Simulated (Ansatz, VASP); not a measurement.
**Two plane-wave programs on Y**

```
CELL_PARAMETERS angstrom
3.59098 0.00000 0.00000
-1.79549 3.10988 0.00000
0.00000 0.00000 11.47227
ATOMIC_POSITIONS crystal
Y 0.00000 0.00000 0.00000
Y 0.00000 0.00000 0.50000
Y 0.33333 0.66667 0.25000
Y 0.66667 0.33333 0.75000
```

Alike in both runs: task single point; functional r2SCAN; k mesh 11 × 11 × 3; occupations fermi-dirac, width 0.1 eV; no spin polarisation.

|  | VASP | Ansatz |
| --- | --- | --- |
| version | VASP 6.6.1 | Ansatz 0.2.0 |
| potentials or method | VASP PAW PBE potentials, release 64 (Y_sv), cutoff 520 eV | plane waves (500 eV) with PAW, scalar-relativistic |
| valence electrons in the cell | 44 | 44 |

|  | VASP | Ansatz | Ansatz less VASP |
| --- | --- | --- | --- |
| pressure (GPa) | 1.7 | 1.6 | -0.07 |

VASP's potentials were made for PBE, not for r2SCAN.
